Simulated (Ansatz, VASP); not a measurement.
**PbO2: VASP beside Ansatz**

The input INCAR:

```
ALGO = Normal ; EDIFF = 1E-7
EDIFFG = -0.01 ; ENCUT = 600
GGA = PE ; GGA_COMPAT = False
IBRION = 2 ; ISIF = 3
ISMEAR = 0 ; KPAR = 4
LASPH = True ; LCHARG = False
LREAL = False ; LWAVE = False
NELM = 120 ; NELMIN = 4
NSW = 100 ; PREC = Accurate
SIGMA = 0.1
```

The input KPOINTS:

```
k-points
0
Gamma
  10 10 10
```

POSCAR

```
PbO2
1.0
   -2.9579921957      2.9579921957      4.2231055932
    2.9579921957     -2.9579921957      4.2231055932
    2.9579921957      2.9579921957     -4.2231055932
Pb O
3 6
Direct
    0.0000000000      0.0000000000      0.0000000000
    0.2500000000      0.7500000000      0.5000000000
    0.7500000000      0.2500000000      0.5000000000
    0.6361884376      0.9663162539      0.0000000000
    0.3638115624      0.3638115624      0.3301278162
    0.5000000000      0.0000000000      0.5000000000
    0.9663162539      0.6361884376      0.0000000000
    0.0336837461      0.0336837461      0.6698721838
    0.0000000000      0.5000000000      0.5000000000
```

Input for Ansatz:

```yaml
crystal:
  lattice:
    - [-2.9579921957, 2.9579921957, 4.2231055932]
    - [2.9579921957, -2.9579921957, 4.2231055932]
    - [2.9579921957, 2.9579921957, -4.2231055932]
  atoms:
    - { symbol: Pb, position: [0.0, 0.0, 0.0] }
    - { symbol: Pb, position: [0.25, 0.75, 0.5] }
    - { symbol: Pb, position: [0.75, 0.25, 0.5] }
    - { symbol: O, position: [0.6361884376, 0.9663162539, 0.0] }
    - { symbol: O, position: [0.3638115624, 0.3638115624, 0.3301278162] }
    - { symbol: O, position: [0.5, 0.0, 0.5] }
    - { symbol: O, position: [0.9663162539, 0.6361884376, 0.0] }
    - { symbol: O, position: [0.0336837461, 0.0336837461, 0.6698721838] }
    - { symbol: O, position: [0.0, 0.5, 0.5] }
basis:
  ecutwfc: 420
kpoints:
  mp_grid: { grid: [10, 10, 10] }
hamiltonian:
  xc: pbe
scf:
  occupations: { method: gaussian, width: 0.1 }
output:
  forces: true
  stress: true
  eigenvalues: true
relax:
  adjacent_minimum: "off"
  f_tol: 0.01
  max_steps: 80
  cell: { stress_tol: 0.05 }
```

Alike in both runs: task relaxation of cell and atoms; functional PBE; k mesh 10 × 10 × 10; occupations gaussian, width 0.1 eV; no spin polarisation.

|  | VASP | Ansatz |
| --- | --- | --- |
| version | VASP 6.6.1 | Ansatz 0.2.0 |
| potentials or method | VASP PAW PBE potentials, release 64 (Pb_d, O), cutoff 600 eV | scalar-relativistic, plane waves, PAW |
| valence electrons in the cell | 78 | 78 |

|  | VASP | Ansatz | Ansatz less VASP |
| --- | --- | --- | --- |
| gap on the k mesh at the Fermi level, each at its own relaxed structure (eV) | none | none | - |
| relaxed volume (Å³/atom) | 16.44 | 16.42 | -0.015 |
| relaxed length of the cell vector where the two differ most in proportion (Å) | 5.947 | 5.944 | -0.0032 |

A gap of «none» marks a metal or a gap that the smearing closes.

Neither program's run includes spin-orbit coupling.
